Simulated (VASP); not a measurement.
# Ge (Cmcm) in VASP: notebook, part 2 of 3

VASP 6.6.1. Earlier steps stand in the parts before.

**4. Single point, PBEsol**

This run uses another cell than the first one, of the same volume but with other edges.

File INCAR:

```
PREC = Accurate
ENCUT = 520
EDIFF = 1E-6
ISMEAR = -1
SIGMA = 0.05
LREAL = F
LASPH = T
NELM = 80
ALGO = Normal
ISIF = 2
LWAVE = F
LCHARG = F
GGA = PS
NBANDS = 21
```

File KPOINTS:

```
Automatic mesh
0
Gamma
  10 10 6
```

File POSCAR:

```
Ge
1.0
    1.5187376569     -2.6481939939      0.0000000000
    1.5187376569      2.6481939939      0.0000000000
    0.0000000000      0.0000000000      4.5384919584
Ge
2
Direct
    0.3334466300      0.6665533700      0.2500000000
    0.6665533700      0.3334466300      0.7500000000
```

Potentials or basis: VASP PAW PBE potentials, release 64 (Ge_d).

On the command line:

```sh
cat potpaw_PBE.64/Ge_d/POTCAR > POTCAR
mpirun -np 1 vasp_std > vasp.out
```

OUTCAR:

```text
PREC = Accurate
   ENCUT = 520
   EDIFF = 1E-6
   ISMEAR = -1
   LREAL = F
   LASPH = T
   NELM = 80
   ISIF = 2
   GGA = PS

 ion  position               nearest neighbor table
   1  0.333  0.667  0.250-   2 2.87   2 2.87   2 2.87   2 2.87   2 2.87   2 2.87
   2  0.667  0.333  0.750-   1 2.87   1 2.87   1 2.87   1 2.87   1 2.87   1 2.87

  LATTYP: Found a base centered orthorhombic cell.
 ALAT       =     3.0374753138
 B/A-ratio  =     1.7436809984
 C/A-ratio  =     1.4941658745

  Lattice vectors:

 A1 = (   1.5187376569,  -2.6481939939,   0.0000000000)
 A2 = (   1.5187376569,   2.6481939939,   0.0000000000)
 A3 = (   0.0000000000,   0.0000000000,   4.5384919584)

Analysis of symmetry for initial positions (statically):
=====================================================================
 Subroutine PRICEL returns:
 Original cell was already a primitive cell.

 Routine SETGRP: Setting up the symmetry group for a
 base centered orthorhombic supercell.

 Subroutine GETGRP returns: Found  8 space group operations
 (whereof  4 operations were pure point group operations)
 out of a pool of  8 trial point group operations.

The static configuration has the point symmetry C_2h.
 The point group associated with its full space group is D_2h.

Analysis of symmetry for dynamics (positions and initial velocities):
=====================================================================
 Subroutine PRICEL returns:
 Original cell was already a primitive cell.

 Routine SETGRP: Setting up the symmetry group for a
 base centered orthorhombic supercell.

 Subroutine GETGRP returns: Found  8 space group operations
 (whereof  4 operations were pure point group operations)
 out of a pool of  8 trial point group operations.

The dynamic configuration has the point symmetry C_2h.
 The point group associated with its full space group is D_2h.

 Subroutine INISYM returns: Found  8 space group operations
 (whereof  4 operations are pure point group operations),
 and found     1 'primitive' translations

----------------------------------------------------------------------------------------

                                     Primitive cell

  volume of cell :      36.5068

  direct lattice vectors                    reciprocal lattice vectors
     1.518737657 -2.648193994  0.000000000     0.329220783 -0.188807920  0.000000000
     1.518737657  2.648193994  0.000000000     0.329220783  0.188807920  0.000000000
     0.000000000  0.000000000  4.538491958     0.000000000  0.000000000  0.220337506

  length of vectors
     3.052784876  3.052784876  4.538491958     0.379519109  0.379519109  0.220337506

  position of ions in fractional coordinates (direct lattice)
     0.333446630  0.666553370  0.250000000
     0.666553370  0.333446630  0.750000000

  ion indices of the primitive-cell ions
   primitive index   ion index
                 1           1
                 2           2

----------------------------------------------------------------------------------------

 KPOINTS: Automatic mesh

Automatic generation of k-mesh.
 Grid dimensions read from file:
 generate k-points for:   10   10    6

 Generating k-lattice:

  Cartesian coordinates                     Fractional coordinates (reciprocal lattice)
     0.032922078 -0.018880792  0.000000000     0.100000000 -0.000000000  0.000000000
     0.032922078  0.018880792  0.000000000    -0.000000000  0.100000000  0.000000000
     0.000000000  0.000000000  0.036722918     0.000000000  0.000000000  0.166666667

  Length of vectors
     0.037951911  0.037951911  0.036722918

  Shift w.r.t. Gamma in fractional coordinates (k-lattice)
     0.000000000  0.000000000  0.000000000

 Subroutine IBZKPT returns following result:
 ===========================================

 Found    124 irreducible k-points:

 Following reciprocal coordinates:
            Coordinates               Weight
  0.000000  0.000000  0.000000      1.000000
  0.100000 -0.000000  0.000000      4.000000
  0.200000 -0.000000  0.000000      4.000000
  0.300000 -0.000000  0.000000      4.000000
  0.400000 -0.000000  0.000000      4.000000
  0.500000 -0.000000  0.000000      2.000000
[... 16 lines left out ...]
  0.300000  0.300000  0.000000      2.000000
  0.400000  0.300000  0.000000      4.000000
 [... further k-points ...]
   k-points           NKPTS =    124   k-points in BZ     NKDIM =    124   number of bands    NBANDS=     21
   number of dos      NEDOS =    301   number of ions     NIONS =      2
   total plane-waves  NPLWV =  20736
   dimension x,y,z NGX =    24 NGY =   24 NGZ =   36
   dimension x,y,z NGXF=    48 NGYF=   48 NGZF=   72
   ions per type =               2
   NGX,Y,Z   is equivalent  to a cutoff of  13.07, 13.07, 13.19 a.u.
   NGXF,Y,Z  is equivalent  to a cutoff of  26.14, 26.14, 26.37 a.u.
 SYSTEM =  unknown system
   PREC   = accura    normal or accurate (medium, high low for compatibility)
   ISTART =      0    job   : 0-new  1-cont  2-samecut
   ICHARG =      2    charge: 1-file 2-atom 10-const
   ISPIN  =      1    spin polarized calculation?
   LNONCOLLINEAR =      F non collinear calculations
   LSORBIT =      F    spin-orbit coupling
   LASPH  =      T    aspherical Exc in radial PAW
   ENCUT  =  520.0 eV  38.22 Ry    6.18 a.u.   5.68  5.68  8.44*2*pi/ulx,y,z
   NELM   =     80;   NELMIN=  2; NELMDL= -5     # of ELM steps
   EDIFF  = 0.1E-05   stopping-criterion for ELM
   LREAL  =      F    real-space projection
   EDIFFG = 0.1E-04   stopping-criterion for IOM
   NSW    =      0    number of steps for IOM
   IBRION =     -1    ionic relax: 0-MD 1-quasi-New 2-CG
   NFREE  =      0    steps in history (QN), initial steepest desc. (CG)
   ISIF   =      2    stress and relaxation
   ISYM   =      2    0-nonsym 1-usesym 2-fastsym
   POTIM  = 0.5000    time-step for ionic-motion
   TEBEG  =    0.0;   TEEND  =   0.0 temperature during run
   PSTRESS=    0.0 pullay stress
   NELECT =      28.0000    total number of electrons
   NUPDOWN=      -1.0000    fix difference up-down
   EMIN   =  10.00;   EMAX   =-10.00  energy-range for DOS
   EFERMI =   0.00;   METHOD = LEGACY
   ISMEAR =    -1;   SIGMA  =   0.05  broadening in eV -4-tet -1-fermi 0-gaus
   EFERMI_NEDOS =   21; number of points for ismear=-14 and -15
   IALGO  =     38    algorithm
   IMIX   =      4    mixing-type and parameters
     AMIX     =   0.40;   BMIX     =  1.00
     AMIX_MAG =   1.60;   BMIX_MAG =  1.00
  volume/ion in A,a.u.               =      18.25       123.18
  Fermi-wavevector in a.u.,A,eV,Ry     =   1.498544  2.831837 30.553703  2.245634
  Thomas-Fermi vector in A             =   2.610289
   LORBIT       =      0    0 simple, 1 ext, 2 COOP (PROOUT), +10 PAW based schemes
   GGA     = PS    functional components
   LHFCALC =     F    Hartree Fock is set to
   AEXX    =    0.0000 exact exchange contribution
   IVDW    =     0    specifies the selected vdW correction
   LEPSILON=     F    determine dielectric tensor
   LRPA    =     F    only Hartree local field effects (RPA)
 non-spin polarized calculation
  energy-cutoff  :      520.00
  volume of cell :       36.51
 maximum number of plane-waves:      1002
   NGX = 11   NGY = 11   NGZ = 17

 number of electron      27.9999989 magnetization

 Free energy of the ion-electron system (eV)
  ---------------------------------------------------
  ext. energy  EPLUGINS =         0.00000000
  ---------------------------------------------------
  free energy    TOTEN  =        -9.28942194 eV

  energy without entropy =       -9.28018321  energy(sigma->0) =       -9.28480258

 E-fermi :   7.0016     XC(G=0): -11.6021

 val. band max:        6.9832358869   @ k =   0.4000   0.3000   0.0000
 cond. band min:       7.0110432907   @ k =   0.5000   0.1000   0.1667
 fundamental gap:      0.0278074038
 Fermi energy:         7.0015837528

 k-point     1 :       0.0000    0.0000    0.0000
  band No.  band energies     occupation
      1     -17.6652      2.00000
      2     -17.6534      2.00000
      3     -17.6501      2.00000
      4     -17.6476      2.00000
      5     -17.6463      2.00000
      6     -17.6422      2.00000
[... 13 lines left out ...]
     20      19.2304      0.00000
     21      20.7807      0.00000
[... 529 lines left out ...]
 k-point    24 :       0.4000    0.3000    0.0000
  band No.  band energies     occupation
      1     -17.7134      2.00000
      2     -17.6580      2.00000
      3     -17.6532      2.00000
      4     -17.6384      2.00000
      5     -17.6196      2.00000
      6     -17.6192      2.00000
[... 13 lines left out ...]
     20      21.5627      0.00000
     21      22.2018      0.00000

 [... further k-points ...]

------------------------ aborting loop because EDIFF is reached ----------------------------------------

  FORCE on cell =-STRESS in cart. coord.  units (eV):
  Direction    XX          YY          ZZ          XY          YZ          ZX
  --------------------------------------------------------------------------------------
  -------------------------------------------------------------------------------------
  Total       -0.4407708     -0.4849623      1.3052376      0.0000000      0.0000000      0.0000000
  in kB      -19.3441338    -21.2835691     57.2830389      0.0000000      0.0000000      0.0000000
  external PRESSURE =       5.5517787 kB  Pullay stress =       0.0000000 kB

 VOLUME and BASIS-vectors are now :
 -----------------------------------------------------------------------------
  energy-cutoff  :      520.00
  volume of cell :       36.51
      direct lattice vectors                 reciprocal lattice vectors
     1.518737657 -2.648193994  0.000000000     0.329220783 -0.188807920  0.000000000
     1.518737657  2.648193994  0.000000000     0.329220783  0.188807920  0.000000000
     0.000000000  0.000000000  4.538491958     0.000000000  0.000000000  0.220337506

 POSITION                                       TOTAL-FORCE (eV/Angst)
 -----------------------------------------------------------------------------------
      1.51874      0.88213      1.13462         0.000000     -0.006881     -0.000000
      1.51874     -0.88213      3.40387         0.000000      0.006881      0.000000
 -----------------------------------------------------------------------------------
    total drift:                                0.000000     -0.000000      0.000000

  FREE ENERGIE OF THE ION-ELECTRON SYSTEM (eV)
  ---------------------------------------------------
  free  energy   TOTEN  =        -9.2894219428 eV

  energy  without entropy=       -9.2801832083  energy(sigma->0) =       -9.28480258
```

OSZICAR:

```text
N       E                     dE             d eps       ncg     rms          rms(c)
DAV:   1     0.176357957874E+03    0.17636E+03   -0.14206E+04  5975   0.384E+03
DAV:   2     0.143430722199E+02   -0.16201E+03   -0.15678E+03  5223   0.594E+02
DAV:   3    -0.870149394391E+01   -0.23045E+02   -0.22841E+02  5818   0.132E+02
DAV:   4    -0.932727213351E+01   -0.62578E+00   -0.62506E+00  5893   0.251E+01
DAV:   5    -0.933641160778E+01   -0.91395E-02   -0.91392E-02  5873   0.332E+00    0.175E+00
DAV:   6    -0.930270674570E+01    0.33705E-01   -0.33448E-02  7176   0.310E+00    0.921E-01
DAV:   7    -0.928999617793E+01    0.12711E-01   -0.17197E-02  7090   0.183E+00    0.105E-01
DAV:   8    -0.928941322975E+01    0.58295E-03   -0.15907E-03  6259   0.712E-01    0.311E-02
DAV:   9    -0.928941966114E+01   -0.64314E-05   -0.36865E-05  5849   0.728E-02    0.112E-02
DAV:  10    -0.928942208007E+01   -0.24189E-05   -0.16579E-06  5038   0.122E-02    0.652E-04
DAV:  11    -0.928942194277E+01    0.13730E-06   -0.24391E-07  3354   0.860E-03
   1 F= -.92894219E+01 E0= -.92848026E+01  d E =-.923873E-02
```

stdout:

```text
POSCAR found type information on POSCAR Ge
 POSCAR found :  1 types and       2 ions
 scaLAPACK will be used
 -----------------------------------------------------------------------------
|                                                                             |
|                                                                             |
|     You enforced a specific xc type in the INCAR file but a different       |
|     I HOPE YOU KNOW WHAT YOU ARE DOING!                                     |
|                                                                             |
 -----------------------------------------------------------------------------

 LDA part: xc-table for (Slater+PW92), standard interpolation
 POSCAR, INCAR and KPOINTS ok, starting setup
 FFT: planning ... GRIDC
 FFT: planning ... GRID_SOFT
 FFT: planning ... GRID
 WAVECAR not read
 entering main loop
```

Run time: 29 s. Hardware: 1 thread of Intel Xeon Platinum 8488C (Sapphire Rapids), shared host; peak memory 0.2 GiB.

What came out:

```
Free energy            : -9.2894 eV
Pressure               : 0.6 GPa
Largest force          : 0.007 eV/Å
Band gap on the k mesh : zero (bands 14 and 15 overlap by 8.73 eV)
```

Forces on the atoms (eV/Å):
```
Ge   0.000 -0.007  0.000
Ge   0.000  0.007  0.000
```

Levels at points of the mesh, in eV from the Fermi level:
```tsv
k point	band 12	band 13	band 14	band 15	band 16	band 17
(0.00, 0.00, 0.00)	-6.78	-5.37	5.66	5.77	7.99	8.10
(0.50, 0.00, 0.00)	-7.39	-1.90	-0.97	-0.73	1.43	1.73
(0.50, 0.50, 0.00)	-7.43	-1.93	-1.03	-0.76	1.40	1.88
(0.00, 0.00, 0.50)	-11.64	2.88	2.88	6.97	6.97	7.07
(0.50, 0.00, 0.50)	-7.23	-5.04	-5.04	3.58	3.58	5.27
(0.50, 0.50, 0.50)	-7.30	-5.06	-5.06	3.73	3.73	5.34
```

Caveat: the PAW data sets were made with another functional, which shifts forces and pressure a little.

**5. Single point, PBEsol**

File INCAR:

```
PREC     = Accurate       # precision mode
ENCUT    = 520            # plane-wave cutoff, eV
EDIFF    = 1E-7           # SCF threshold, eV
ISMEAR   = -1             # smearing method
SIGMA    = 0.05           # smearing width, eV
LREAL    = False          # projectors in reciprocal space
LASPH    = True           # aspherical terms in the spheres
NELM     = 100            # most SCF steps
ALGO     = Normal         # electronic algorithm
ISIF     = 2              # what is computed and relaxed
LWAVE    = False          # write WAVECAR
LCHARG   = True           # write CHGCAR
GGA      = PS             # functional
LELF     = True           # ELF
LVHAR    = True         
NBANDS   = 21             # bands
```

File KPOINTS:

```
regular mesh
0
Gamma
  10 10 6
```

File POSCAR:

```
Ge
1.0
    1.5031604486     -2.6210323119      0.0000000000
    1.5031604486      2.6210323119      0.0000000000
    0.0000000000      0.0000000000      4.6330438742
Ge
2
Direct
    0.3334466300      0.6665533700      0.2500000000
    0.6665533700      0.3334466300      0.7500000000
```

On the command line:

```sh
cat potpaw_PBE.64/Ge_d/POTCAR > POTCAR
mpirun -np 1 vasp_std > vasp.out
```

It took 34 s on 1 thread of Intel Xeon Platinum 8488C (Sapphire Rapids), shared host; peak memory 0.2 GiB.

It converged, with:

```
Free energy            : -9.3235 eV
Pressure               : 0.6 GPa
Largest force          : 0.003 eV/Å
Band gap on the k mesh : zero (bands 14 and 15 overlap by 8.62 eV)
```

Forces on the atoms (eV/Å):
```
Ge   0.000 -0.003  0.000
Ge   0.000  0.003  0.000
```

Stress tensor (GPa, compression positive):
```
-1.14  0.00  0.00
 0.00 -1.61  0.00
 0.00  0.00  4.53
```

Levels at points of the mesh, in eV from the Fermi level:
```csv
k point,band 11,band 12,band 13,band 14,band 15,band 16,band 17,band 18
"(0.00, 0.00, 0.00)",-13.35,-7.06,-5.39,6.20,6.32,8.41,8.52,10.60
"(0.50, 0.00, 0.00)",-8.56,-7.18,-2.02,-0.93,-0.86,1.49,2.15,6.19
"(0.50, 0.50, 0.00)",-8.63,-7.22,-2.05,-0.96,-0.93,1.46,2.30,6.32
"(0.00, 0.00, 0.50)",-11.60,-11.60,2.44,2.44,7.43,7.43,7.54,7.54
"(0.50, 0.00, 0.50)",-7.04,-7.04,-4.92,-4.92,3.91,3.91,5.27,5.27
"(0.50, 0.50, 0.50)",-7.11,-7.11,-4.94,-4.94,4.06,4.06,5.31,5.31
```

Caveat: the PAW data sets were made with another functional, which shifts forces and pressure a little.

[end of part 2 of 3]
